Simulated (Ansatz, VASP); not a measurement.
**AlCd2O in VASP and in Ansatz**

Contents of INCAR:

```
PREC = Accurate
ENCUT = 520
EDIFF = 1E-7
ISMEAR = 0
SIGMA = 0.1
LREAL = False
LASPH = True
NELM = 150
ALGO = Normal
ISIF = 2
LWAVE = False
LCHARG = False
ISPIN = 2
MAGMOM = 0 0 0 1
LORBIT = 11
GGA = PE
NBANDS = 28
```

File KPOINTS:

```
Automatic mesh
0
Gamma
  4 4 4
```

The input POSCAR:

```
AlCd2O
1.0
    2.3685575300     -3.4535621700      0.0000000000
    2.3685575300      3.4535621700      0.0000000000
    0.0000000000      0.0000000000      4.5777688500
Al Cd O
1 2 1
Direct
    0.5000000000      0.5000000000      0.0000000000
    0.6950567500      0.3049432500      0.5000000000
    0.3049432500      0.6950567500      0.5000000000
    0.0000000000      0.0000000000      0.0000000000
```

Input for Ansatz:

```yaml
crystal:
  lattice:
    - [2.36855753, -3.45356217, 0.0]
    - [2.36855753, 3.45356217, 0.0]
    - [0.0, 0.0, 4.57776885]
  atoms:
    - { symbol: Al, position: [0.5, 0.5, 0.0] }
    - { symbol: Cd, position: [0.69505675, 0.30494325, 0.5] }
    - { symbol: Cd, position: [0.30494325, 0.69505675, 0.5] }
    - { symbol: O, position: [0.0, 0.0, 0.0], spin: 1.0 }
basis:
  ecutwfc: 420
kpoints:
  mp_grid: { grid: [4, 4, 4] }
hamiltonian:
  xc: pbe
scf:
  occupations: { method: gaussian, width: 0.1 }
  lower_state_search: "off"
output:
  forces: true
  stress: true
  eigenvalues: true
  populations: true
magnetization:
  spin_polarized: true
```

Alike in both runs: task single point; functional PBE; k mesh 4 × 4 × 4; occupations gaussian, width 0.1 eV; collinear spin.

```csv
,VASP,Ansatz
version,VASP 6.6.1,Ansatz 0.2.0
potentials or method,"VASP PAW PBE potentials, release 64 (Al, Cd, O), cutoff 520 eV","scalar-relativistic, plane waves, PAW"
valence electrons in the cell,33,49
```

|  | VASP | Ansatz | Ansatz less VASP |
| --- | --- | --- | --- |
| gap on the k mesh at the Fermi level (eV) | none | none | - |
| pressure (GPa) | 7.8 | 7.4 | -0.50 |
| traceless stress, the component that is largest in VASP (GPa) | 1.89 | 2.01 | +0.119 |
| rms of the force components (eV/Å) | 0.264 | 0.273 | +0.0090 |
| net moment per atom (μB) | 0.00 | 0.00 | 0.000 |

Atom by atom the forces differ by 0.009 eV/Å (rms over components). A gap of «none» marks a metal or a gap that the smearing closes. With one functional, cell and mesh, what is left measures potentials, basis and numerics. VASP's potentials hold 33 valence electrons a cell and Ansatz's 49, so a difference there can come from the potentials and not from the codes. Ansatz's warnings: seeded moment not kept.

The k mesh is coarse, so the values compare programs but aren't converged.
